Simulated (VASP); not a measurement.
# AlN (P1) in VASP: notebook

The runs below take AlN through single point, with PBE.

Everything below comes from runs of VASP 6.6.1. Logs are shortened: lines on timing, memory, paths and dates and some standing lists are left out, and cuts for length are marked.

**1. The cell of the first run**

The typed cell holds 2 atoms: a = 3.109 Å, b = 3.097 Å, c = 3.081 Å, α = 60.04°, β = 60.93°, γ = 60.28°.

**2. Single point, PBE**

Input file INCAR:

```
PREC = Accurate
ENCUT = 600
EDIFF = 1E-6
ISMEAR = 0
SIGMA = 0.01
LREAL = False
LASPH = True
NELM = 120
ALGO = Normal
ISIF = 2
LWAVE = False
LCHARG = False
GGA = PE
NBANDS = 11
GGA_COMPAT = False
```

Input file KPOINTS:

```
Automatic mesh
0
Gamma
  6 6 6
```

Input file POSCAR:

```
AlN
1.0
   -0.0268500000      2.1843700000      2.2115600000
    2.1890800000     -0.0060500000      2.1907600000
    2.1913000000      2.1657800000     -0.0082700000
Al N
1 1
Direct
    0.9821100000      0.0105100000      0.0231300000
    0.7724500000      0.7357500000      0.7601700000
```

Potentials or basis: VASP PAW PBE potentials, release 64 (Al, N).

Command:

```sh
cat potpaw_PBE.64/Al/POTCAR potpaw_PBE.64/N/POTCAR > POTCAR
mpirun -np 1 vasp_std > vasp.out
```

OUTCAR:

```text
PREC = Accurate
   ENCUT = 600
   EDIFF = 1E-6
   ISMEAR = 0
   LREAL = False
   LASPH = True
   NELM = 120
   ISIF = 2
   GGA = PE

 ion  position               nearest neighbor table
   1  0.982  0.011  0.023-   2 1.84   2 1.87   2 1.89   2 2.02
   2  0.772  0.736  0.760-   1 1.84   1 1.87   1 1.89   1 2.02

  LATTYP: Found a triclinic cell.
 ALAT       =     3.1085673313
 B/A-ratio  =     1.0095264813
 C/A-ratio  =     0.9962855462
 COS(alpha) =     0.0007505392
 COS(beta)  =     0.4957782815
 COS(gamma) =     0.5135135963

  Lattice vectors:

 A1 = (  -0.0268500000,   2.1843700000,   2.2115600000)
 A2 = (  -2.2181500000,   0.0185900000,   2.2198300000)
 A3 = (   2.1890800000,  -0.0060500000,   2.1907600000)

Analysis of symmetry for initial positions (statically):
=====================================================================
 Subroutine PRICEL returns:
 Original cell was already a primitive cell.

 Routine SETGRP: Setting up the symmetry group for a
 triclinic supercell.

 Subroutine GETGRP returns: Found  1 space group operations
 (whereof  1 operations were pure point group operations)
 out of a pool of  2 trial point group operations.

The static configuration has the point symmetry C_1 .

Analysis of symmetry for dynamics (positions and initial velocities):
=====================================================================
 Subroutine PRICEL returns:
 Original cell was already a primitive cell.

 Routine SETGRP: Setting up the symmetry group for a
 triclinic supercell.

 Subroutine GETGRP returns: Found  1 space group operations
 (whereof  1 operations were pure point group operations)
 out of a pool of  2 trial point group operations.

The dynamic configuration has the point symmetry C_1 .

 Subroutine INISYM returns: Found  1 space group operations
 (whereof  1 operations are pure point group operations),
 and found     1 'primitive' translations

----------------------------------------------------------------------------------------

                                     Primitive cell

  volume of cell :      21.1677

  direct lattice vectors                    reciprocal lattice vectors
    -0.026850000  2.184370000  2.211560000    -0.224145698  0.227644512  0.224602473
     2.189080000 -0.006050000  2.190760000     0.227129628 -0.228932005  0.228874927
     2.191300000  2.165780000 -0.008270000     0.226704131  0.231489403 -0.225891001

  length of vectors
     3.108567331  3.097020702  3.080984760     0.390524761  0.395450962  0.394979557

  position of ions in fractional coordinates (direct lattice)
     0.982110000  0.010510000  0.023130000
     0.772450000  0.735750000  0.760170000

  ion indices of the primitive-cell ions
   primitive index   ion index
                 1           1
                 2           2

----------------------------------------------------------------------------------------

 KPOINTS: Automatic mesh

Automatic generation of k-mesh.
 Grid dimensions read from file:
 generate k-points for:    6    6    6

 Generating k-lattice:

  Cartesian coordinates                     Fractional coordinates (reciprocal lattice)
    -0.037357616  0.037940752  0.037433746     0.166666667  0.000000000  0.000000000
     0.037854938 -0.038155334  0.038145821    -0.000000000  0.166666667  0.000000000
     0.037784022  0.038581567 -0.037648500     0.000000000  0.000000000  0.166666667

  Length of vectors
     0.065087460  0.065908494  0.065829926

  Shift w.r.t. Gamma in fractional coordinates (k-lattice)
     0.000000000  0.000000000  0.000000000

 Subroutine IBZKPT returns following result:
 ===========================================

 Found    112 irreducible k-points:

 Following reciprocal coordinates:
            Coordinates               Weight
  0.000000  0.000000  0.000000      1.000000
  0.166667  0.000000  0.000000      2.000000
  0.333333  0.000000  0.000000      2.000000
  0.500000  0.000000 -0.000000      1.000000
  0.000000  0.166667 -0.000000      2.000000
  0.166667  0.166667 -0.000000      2.000000
[... 16 lines left out ...]
  0.333333  0.000000  0.166667      2.000000
  0.500000  0.000000  0.166667      2.000000
 [... further k-points ...]
   k-points           NKPTS =    112   k-points in BZ     NKDIM =    112   number of bands    NBANDS=     11
   number of dos      NEDOS =    301   number of ions     NIONS =      2
   total plane-waves  NPLWV =  21952
   dimension x,y,z NGX =    28 NGY =   28 NGZ =   28
   dimension x,y,z NGXF=    56 NGYF=   56 NGZF=   56
   ions per type =               1   1
   NGX,Y,Z   is equivalent  to a cutoff of  14.97, 15.03, 15.11 a.u.
   NGXF,Y,Z  is equivalent  to a cutoff of  29.95, 30.06, 30.22 a.u.
 SYSTEM =  unknown system
   PREC   = accura    normal or accurate (medium, high low for compatibility)
   ISTART =      0    job   : 0-new  1-cont  2-samecut
   ICHARG =      2    charge: 1-file 2-atom 10-const
   ISPIN  =      1    spin polarized calculation?
   LNONCOLLINEAR =      F non collinear calculations
   LSORBIT =      F    spin-orbit coupling
   LASPH  =      T    aspherical Exc in radial PAW
   ENCUT  =  600.0 eV  44.10 Ry    6.64 a.u.   6.21  6.19  6.15*2*pi/ulx,y,z
   NELM   =    120;   NELMIN=  2; NELMDL= -5     # of ELM steps
   EDIFF  = 0.1E-05   stopping-criterion for ELM
   LREAL  =      F    real-space projection
   EDIFFG = 0.1E-04   stopping-criterion for IOM
   NSW    =      0    number of steps for IOM
   IBRION =     -1    ionic relax: 0-MD 1-quasi-New 2-CG
   NFREE  =      0    steps in history (QN), initial steepest desc. (CG)
   ISIF   =      2    stress and relaxation
   ISYM   =      2    0-nonsym 1-usesym 2-fastsym
   POTIM  = 0.5000    time-step for ionic-motion
   TEBEG  =    0.0;   TEEND  =   0.0 temperature during run
   PSTRESS=    0.0 pullay stress
   NELECT =       8.0000    total number of electrons
   NUPDOWN=      -1.0000    fix difference up-down
   EMIN   =  10.00;   EMAX   =-10.00  energy-range for DOS
   EFERMI =   0.00;   METHOD = LEGACY
   ISMEAR =     0;   SIGMA  =   0.01  broadening in eV -4-tet -1-fermi 0-gaus
   EFERMI_NEDOS =   21; number of points for ismear=-14 and -15
   IALGO  =     38    algorithm
   IMIX   =      4    mixing-type and parameters
     AMIX     =   0.40;   BMIX     =  1.00
     AMIX_MAG =   1.60;   BMIX_MAG =  1.00
  volume/ion in A,a.u.               =      10.58        71.42
  Fermi-wavevector in a.u.,A,eV,Ry     =   1.183623  2.236723 19.061268  1.400964
  Thomas-Fermi vector in A             =   2.319854
   LORBIT       =      0    0 simple, 1 ext, 2 COOP (PROOUT), +10 PAW based schemes
   GGA     = PE    functional components
   LHFCALC =     F    Hartree Fock is set to
   AEXX    =    0.0000 exact exchange contribution
   IVDW    =     0    specifies the selected vdW correction
   LEPSILON=     F    determine dielectric tensor
   LRPA    =     F    only Hartree local field effects (RPA)
 non-spin polarized calculation
 Gauss-broadening in eV      SIGMA  =   0.01
  energy-cutoff  :      600.00
  volume of cell :       21.17
 maximum number of plane-waves:       721
 NGX is ok and might be reduce to    28
   NGX = 13   NGY = 13   NGZ = 13

 number of electron       8.0000000 magnetization

 Free energy of the ion-electron system (eV)
  ---------------------------------------------------
  ext. energy  EPLUGINS =         0.00000000
  ---------------------------------------------------
  free energy    TOTEN  =       -14.75855261 eV

  energy without entropy =      -14.75855261  energy(sigma->0) =      -14.75855261

 E-fermi :   6.2335     XC(G=0): -10.8610

 val. band max:        6.0748996437   @ k =   0.0000   0.0000   0.0000
 cond. band min:       9.0989748385   @ k =   0.5000   0.0000   0.5000
 fundamental gap:      3.0240751948
 Fermi energy:         6.2335273534

 k-point     1 :       0.0000    0.0000    0.0000
  band No.  band energies     occupation
      1      -9.0788      2.00000
      2       5.5894      2.00000
      3       5.7546      2.00000
      4       6.0749      2.00000
      5       9.8420      0.00000
      6      17.9704      0.00000
      7      18.3231      0.00000
      8      18.4279      0.00000
      9      23.1633      0.00000
     10      23.5432      0.00000
     11      24.1605      0.00000

 k-point     2 :       0.1667    0.0000    0.0000
  band No.  band energies     occupation
      1      -8.7033      2.00000
      2       4.1073      2.00000
      3       5.4731      2.00000
      4       5.6446      2.00000
      5      11.4062      0.00000
      6      17.1440      0.00000
      7      18.4196      0.00000
      8      18.4353      0.00000
      9      21.8409      0.00000
     10      21.9854      0.00000
     11      23.1334      0.00000

 k-point     3 :       0.3333    0.0000    0.0000
  band No.  band energies     occupation
      1      -7.7801      2.00000
      2       1.4107      2.00000
      3       5.2533      2.00000
      4       5.4272      2.00000
      5      12.8853      0.00000
      6      16.0773      0.00000
      7      17.4207      0.00000
      8      17.5881      0.00000
      9      22.8012      0.00000
     10      23.3701      0.00000
     11      23.5815      0.00000

 k-point     4 :       0.5000    0.0000   -0.0000
  band No.  band energies     occupation
      1      -7.1684      2.00000
      2       0.1423      2.00000
      3       5.1513      2.00000
      4       5.3289      2.00000
      5      13.2575      0.00000
      6      15.6487      0.00000
      7      16.8826      0.00000
      8      17.0522      0.00000
      9      23.4544      0.00000
     10      25.5863      0.00000
     11      25.8883      0.00000
[... 239 lines left out ...]
 k-point    22 :       0.1667    0.0000    0.1667
  band No.  band energies     occupation
      1      -8.5530      2.00000
      2       4.0736      2.00000
      3       5.1791      2.00000
      4       5.3845      2.00000
      5      11.5876      0.00000
      6      16.7092      0.00000
      7      18.4947      0.00000
      8      18.9473      0.00000
      9      19.0689      0.00000
     10      24.0365      0.00000
     11      25.9906      0.00000

 k-point    23 :       0.3333    0.0000    0.1667
  band No.  band energies     occupation
      1      -7.7991      2.00000
      2       2.2702      2.00000
      3       4.7480      2.00000
      4       4.8773      2.00000
      5      12.4843      0.00000
      6      15.9749      0.00000
      7      16.9458      0.00000
      8      18.8203      0.00000
      9      20.6283      0.00000
     10      25.2557      0.00000
     11      25.5345      0.00000

 k-point    24 :       0.5000    0.0000    0.1667
  band No.  band energies     occupation
      1      -7.0192      2.00000
      2       0.6919      2.00000
      3       4.2009      2.00000
      4       4.8437      2.00000
      5      13.0554      0.00000
      6      14.9577      0.00000
      7      17.7645      0.00000
      8      18.0037      0.00000
      9      22.3624      0.00000
     10      25.9173      0.00000
     11      26.0991      0.00000

 [... further k-points ...]
[... 5 lines left out ...]
  --------------------------------------------------------------------------------------
  -------------------------------------------------------------------------------------
  Total        0.2771954      0.5368242      0.3959770      0.3779222     -0.7636732      0.7420827
  in kB       20.9808170     40.6320314     29.9713559     28.6047919    -57.8021479     56.1679681
  external PRESSURE =      30.5280681 kB  Pullay stress =       0.0000000 kB

 VOLUME and BASIS-vectors are now :
 -----------------------------------------------------------------------------
  energy-cutoff  :      600.00
  volume of cell :       21.17
      direct lattice vectors                 reciprocal lattice vectors
    -0.026850000  2.184370000  2.211560000    -0.224145698  0.227644512  0.224602473
     2.189080000 -0.006050000  2.190760000     0.227129628 -0.228932005  0.228874927
     2.191300000  2.165780000 -0.008270000     0.226704131  0.231489403 -0.225891001

 POSITION                                       TOTAL-FORCE (eV/Angst)
 -----------------------------------------------------------------------------------
      0.04732      2.19532      2.19483        -1.070286      0.755742      0.250233
      3.25564      3.32923      3.31388         1.070286     -0.755742     -0.250233
 -----------------------------------------------------------------------------------
    total drift:                                0.000540     -0.000479     -0.000362

  FREE ENERGIE OF THE ION-ELECTRON SYSTEM (eV)
  ---------------------------------------------------
  free  energy   TOTEN  =       -14.7585526067 eV

  energy  without entropy=      -14.7585526067  energy(sigma->0) =      -14.75855261
```

Wall time 34 s (1 thread of Intel Xeon 8259CL, shared host); peak memory 0.17 GiB.

Results:

```
Free energy            : -14.7586 eV
Pressure               : 3.1 GPa
Largest force          : 1.334 eV/Å
Band gap on the k mesh : 3.02 eV, indirect (least direct gap 3.77 eV)
```

Forces in eV/Å, atoms in the order of the input:
```
Al  -1.070  0.756  0.250
N    1.070 -0.756 -0.250
```

Stress tensor (GPa, compression positive):
```
 2.10  2.86  5.62
 2.86  4.06 -5.78
 5.62 -5.78  3.00
```

Caveat: forces of over 1 eV/Å act on the atoms, so gaps and moduli don't describe the material at rest.

(Part 1 of 2 ends here.)
